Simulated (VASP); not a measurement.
# InSbTe3 (P6/mmm) in VASP: notebook, part 3 of 4

VASP 6.6.1. The steps go on from the part before.

### Step 5. Single point, PBE

This run uses another cell than the first one, of 40.50 Å³/atom.

INCAR

```
ALGO     = Normal         # electronic algorithm
EDIFF    = 1E-7           # SCF threshold, eV
ENCUT    = 520            # plane-wave cutoff, eV
GGA      = PE             # functional
ISIF     = 2              # what is computed and relaxed
ISMEAR   = 0              # smearing method
LASPH    = T              # aspherical terms in the spheres
LCHARG   = T              # write CHGCAR
LELF     = T              # ELF
LREAL    = F              # projectors in reciprocal space
LVHAR    = T            
LWAVE    = F              # write WAVECAR
NBANDS   = 26             # bands
NELM     = 80             # most SCF steps
PREC     = Accurate       # precision mode
SIGMA    = 0.1            # smearing width, eV
```

KPOINTS

```
k-points
0
Gamma
  6 6 8
```

POSCAR

```
InSbTe3
1.0
    6.4368784994      0.0000000000      0.0000000000
   -3.2184392497      5.5745003016      0.0000000000
    0.0000000000      0.0000000000      5.6437032609
In Sb Te
1 1 3
Direct
    0.0000000000      0.0000000000      0.5000000000
    0.0000000000      0.0000000000      0.0000000000
    0.5000000000      0.0000000000      0.5000000000
    0.0000000000      0.5000000000      0.5000000000
    0.5000000000      0.5000000000      0.5000000000
```

Potentials or basis: VASP PAW PBE potentials, release 64 (In_d, Sb, Te).

The run is started by

```console
> cat potpaw_PBE.64/In_d/POTCAR potpaw_PBE.64/Sb/POTCAR potpaw_PBE.64/Te/POTCAR > POTCAR
> mpirun -np 1 vasp_std > vasp.out
```

OUTCAR:

```text
EDIFF = 1E-7
   ENCUT = 520
   GGA = PE
   ISIF = 2
   ISMEAR = 0
   LASPH = T
   LREAL = F
   NELM = 80
   PREC = Accurate

 ion  position               nearest neighbor table
   1  0.000  0.000  0.500-   2 2.82   2 2.82   3 3.22   3 3.22   4 3.22   4 3.22   5 3.22   5 3.22

   2  0.000  0.000  0.000-   1 2.82   1 2.82
   3  0.500  0.000  0.500-   1 3.22   1 3.22   5 3.22   5 3.22   4 3.22   4 3.22
   4  0.000  0.500  0.500-   5 3.22   5 3.22   1 3.22   1 3.22   3 3.22   3 3.22
   5  0.500  0.500  0.500-   4 3.22   4 3.22   1 3.22   3 3.22   3 3.22   1 3.22

  LATTYP: Found a hexagonal cell.
 ALAT       =     6.4368784994
 C/A-ratio  =     0.8767764160

  Lattice vectors:

 A1 = (   6.4368784994,   0.0000000000,   0.0000000000)
 A2 = (  -3.2184392497,   5.5745003016,   0.0000000000)
 A3 = (   0.0000000000,   0.0000000000,   5.6437032609)

Analysis of symmetry for initial positions (statically):
=====================================================================
 Subroutine PRICEL returns:
 Original cell was already a primitive cell.

 Routine SETGRP: Setting up the symmetry group for a
 hexagonal supercell.

 Subroutine GETGRP returns: Found 24 space group operations
 (whereof 24 operations were pure point group operations)
 out of a pool of 24 trial point group operations.

The static configuration has the point symmetry D_6h.

Analysis of symmetry for dynamics (positions and initial velocities):
=====================================================================
 Subroutine PRICEL returns:
 Original cell was already a primitive cell.

 Routine SETGRP: Setting up the symmetry group for a
 hexagonal supercell.

 Subroutine GETGRP returns: Found 24 space group operations
 (whereof 24 operations were pure point group operations)
 out of a pool of 24 trial point group operations.

The dynamic configuration has the point symmetry D_6h.

 Subroutine INISYM returns: Found 24 space group operations
 (whereof 24 operations are pure point group operations),
 and found     1 'primitive' translations

----------------------------------------------------------------------------------------

                                     Primitive cell

  volume of cell :     202.5095

  direct lattice vectors                    reciprocal lattice vectors
     6.436878499  0.000000000  0.000000000     0.155354804  0.089694138  0.000000000
    -3.218439250  5.574500302  0.000000000     0.000000000  0.179388276  0.000000000
     0.000000000  0.000000000  5.643703261     0.000000000  0.000000000  0.177188621

  length of vectors
     6.436878499  6.436878499  5.643703261     0.179388276  0.179388276  0.177188621

  position of ions in fractional coordinates (direct lattice)
     0.000000000  0.000000000  0.500000000
     0.000000000  0.000000000  0.000000000
     0.500000000  0.000000000  0.500000000
     0.000000000  0.500000000  0.500000000
     0.500000000  0.500000000  0.500000000

  ion indices of the primitive-cell ions
   primitive index   ion index
                 1           1
                 2           2
                 3           3
[... 26 lines left out ...]

 Found     35 irreducible k-points:

 Following reciprocal coordinates:
            Coordinates               Weight
  0.000000  0.000000  0.000000      1.000000
  0.166667  0.000000  0.000000      6.000000
  0.333333  0.000000  0.000000      6.000000
  0.500000 -0.000000  0.000000      3.000000
  0.166667  0.166667  0.000000      6.000000
  0.333333  0.166667  0.000000     12.000000
[... 16 lines left out ...]
  0.166667  0.000000  0.375000     12.000000
  0.333333  0.000000  0.375000     12.000000
 [... further k-points ...]
   k-points           NKPTS =     35   k-points in BZ     NKDIM =     35   number of bands    NBANDS=     26
   number of dos      NEDOS =    301   number of ions     NIONS =      5
   total plane-waves  NPLWV =  96768
   dimension x,y,z NGX =    48 NGY =   48 NGZ =   42
   dimension x,y,z NGXF=    96 NGYF=   96 NGZF=   84
   ions per type =               1   1   3
   NGX,Y,Z   is equivalent  to a cutoff of  12.40, 12.40, 12.37 a.u.
   NGXF,Y,Z  is equivalent  to a cutoff of  24.79, 24.79, 24.74 a.u.
 SYSTEM =  unknown system
   PREC   = accura    normal or accurate (medium, high low for compatibility)
   ISTART =      0    job   : 0-new  1-cont  2-samecut
   ICHARG =      2    charge: 1-file 2-atom 10-const
   ISPIN  =      1    spin polarized calculation?
   LNONCOLLINEAR =      F non collinear calculations
   LSORBIT =      F    spin-orbit coupling
   LASPH  =      T    aspherical Exc in radial PAW
   ENCUT  =  520.0 eV  38.22 Ry    6.18 a.u.  11.97 11.97 10.49*2*pi/ulx,y,z
   NELM   =     80;   NELMIN=  2; NELMDL= -5     # of ELM steps
   EDIFF  = 0.1E-06   stopping-criterion for ELM
   LREAL  =      F    real-space projection
   EDIFFG = 0.1E-05   stopping-criterion for IOM
   NSW    =      0    number of steps for IOM
   IBRION =     -1    ionic relax: 0-MD 1-quasi-New 2-CG
   NFREE  =      0    steps in history (QN), initial steepest desc. (CG)
   ISIF   =      2    stress and relaxation
   ISYM   =      2    0-nonsym 1-usesym 2-fastsym
   POTIM  = 0.5000    time-step for ionic-motion
   TEBEG  =    0.0;   TEEND  =   0.0 temperature during run
   PSTRESS=    0.0 pullay stress
   NELECT =      36.0000    total number of electrons
   NUPDOWN=      -1.0000    fix difference up-down
   EMIN   =  10.00;   EMAX   =-10.00  energy-range for DOS
   EFERMI =   0.00;   METHOD = LEGACY
   ISMEAR =     0;   SIGMA  =   0.10  broadening in eV -4-tet -1-fermi 0-gaus
   EFERMI_NEDOS =   21; number of points for ismear=-14 and -15
   IALGO  =     38    algorithm
   IMIX   =      4    mixing-type and parameters
     AMIX     =   0.40;   BMIX     =  1.00
     AMIX_MAG =   1.60;   BMIX_MAG =  1.00
  volume/ion in A,a.u.               =      40.50       273.32
  Fermi-wavevector in a.u.,A,eV,Ry     =   0.920507  1.739506 11.528672  0.847334
  Thomas-Fermi vector in A             =   2.045820
   LORBIT       =      0    0 simple, 1 ext, 2 COOP (PROOUT), +10 PAW based schemes
   GGA     = PE    functional components
   LHFCALC =     F    Hartree Fock is set to
   AEXX    =    0.0000 exact exchange contribution
   IVDW    =     0    specifies the selected vdW correction
   LEPSILON=     F    determine dielectric tensor
   LRPA    =     F    only Hartree local field effects (RPA)
 non-spin polarized calculation
 Gauss-broadening in eV      SIGMA  =   0.10
  energy-cutoff  :      520.00
  volume of cell :      202.51
 maximum number of plane-waves:      5481
 NGX is ok and might be reduce to    48
   NGX = 23   NGY = 23   NGZ = 21

 number of electron      35.9999999 magnetization

 Free energy of the ion-electron system (eV)
  ---------------------------------------------------
  ext. energy  EPLUGINS =         0.00000000
  ---------------------------------------------------
  free energy    TOTEN  =       -13.63137826 eV

  energy without entropy =      -13.59192087  energy(sigma->0) =      -13.61164956

 E-fermi :   3.5655     XC(G=0):  -8.0417

 val. band max:        3.5642550875   @ k =   0.1667   0.1667   0.1250
 cond. band min:       3.5673775247   @ k =   0.3333   0.0000   0.3750
 fundamental gap:      0.0031224372
 Fermi energy:         3.5654747126

 k-point     1 :       0.0000    0.0000    0.0000
  band No.  band energies     occupation
      1     -11.1958      2.00000
      2     -11.0644      2.00000
      3     -11.0644      2.00000
      4     -11.0154      2.00000
      5     -11.0154      2.00000
      6      -8.8234      2.00000
[... 685 lines left out ...]
     25       8.9774      0.00000
     26       9.2184      0.00000

 [... further k-points ...]

------------------------ aborting loop because EDIFF is reached ----------------------------------------

  FORCE on cell =-STRESS in cart. coord.  units (eV):
  Direction    XX          YY          ZZ          XY          YZ          ZX
  --------------------------------------------------------------------------------------
  -------------------------------------------------------------------------------------
  Total       -0.0709022     -0.0709022     -0.0398000      0.0000000      0.0000000     -0.0000000
  in kB       -0.5609509     -0.5609509     -0.3148819      0.0000000      0.0000000     -0.0000000
  external PRESSURE =      -0.4789279 kB  Pullay stress =       0.0000000 kB

 VOLUME and BASIS-vectors are now :
 -----------------------------------------------------------------------------
  energy-cutoff  :      520.00
  volume of cell :      202.51
      direct lattice vectors                 reciprocal lattice vectors
     6.436878499  0.000000000  0.000000000     0.155354804  0.089694138  0.000000000
    -3.218439250  5.574500302  0.000000000     0.000000000  0.179388276  0.000000000
     0.000000000  0.000000000  5.643703261     0.000000000  0.000000000  0.177188621

 POSITION                                       TOTAL-FORCE (eV/Angst)
 -----------------------------------------------------------------------------------
      0.00000      0.00000      2.82185         0.000000      0.000000      0.000000
      0.00000      0.00000      0.00000        -0.000000      0.000000      0.000000
      3.21844      0.00000      2.82185         0.000000      0.000000      0.000000
     -1.60922      2.78725      2.82185        -0.000000      0.000000      0.000000
      1.60922      2.78725      2.82185        -0.000000      0.000000      0.000000
 -----------------------------------------------------------------------------------
    total drift:                                0.000000     -0.000000     -0.000000

  FREE ENERGIE OF THE ION-ELECTRON SYSTEM (eV)
  ---------------------------------------------------
  free  energy   TOTEN  =       -13.6313782595 eV

  energy  without entropy=      -13.5919208695  energy(sigma->0) =      -13.61164956
```

Run time: 2.3 min. Hardware: 1 thread of AMD EPYC 7R13 (Zen 3), shared host; peak memory 0.39 GiB.

Results:

| Property | Result |
| --- | --- |
| Free energy | -13.6314 eV |
| Pressure | 0.0 GPa |
| Band gap on the k mesh | zero (bands 18 and 19 overlap by 0.70 eV) |

Caveat: spin-orbit coupling is left out, which moves the levels of the heavy elements.

[end of part 3 of 4]

The gap in the log of VASP goes by the Fermi energy; the results here count the filled bands.